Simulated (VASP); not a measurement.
Write the native input for VASP 6.6.1 that does the following.

```
Task                   : single point
Functional             : PBEsol
Potentials or basis    : VASP PAW PBE potentials, release 64 (Rh_pv)
Cutoff                 : 520 eV
k mesh                 : 8 × 8 × 4
Occupations            : fermi-dirac, width 0.05 eV
Spin                   : no spin polarisation
Dipole correction      : no
Further INCAR settings : ALGO = Normal; EDIFF = 1e-07; NBANDS = 22
```

The structure of Rh lies in POSCAR:

```
Rh
1.0
    2.7309790422      0.0000000000      0.0000000000
   -1.3654895211      2.3650972278      0.0000000000
    0.0000000000      0.0000000000      4.4284890000
Rh
2
Direct
    0.3333333333      0.6666666667      0.2500000000
    0.6666666667      0.3333333333      0.7500000000
```

These files were run (other wordings do the same):

INCAR

```
SYSTEM = Rh
ALGO = Normal ; EDIFF = 1E-7
ENCUT = 520 ; GGA = PS
ISIF = 2 ; ISMEAR = -1
LASPH = .True. ; LCHARG = .False.
LREAL = .False. ; LWAVE = .False.
NBANDS = 22 ; NELM = 80
PREC = Accurate ; SIGMA = 0.05
```

KPOINTS

```
k-points
0
Gamma
  8 8 4
  0 0 0
```

Potentials or basis: VASP PAW PBE potentials, release 64 (Rh_pv).

Launch:

```console
$ cat potpaw_PBE.64/Rh_pv/POTCAR > POTCAR
$ mpirun -np 1 vasp_std > vasp.out
```

It gave:

```json
{
 "Pressure": "-13.7 GPa",
 "Band gap on the k mesh": "zero (band 15 reaches 11.72 eV, above the bottom of band 16 at 9.70 eV)"
}
```

Caveat: the PAW data sets were made with another functional, which shifts forces and pressure a little.

It took 10 s on 1 thread of Intel(R) Xeon(R) Platinum 8488C (Sapphire Rapids), with other jobs on the host, peak memory 0.14 GiB.
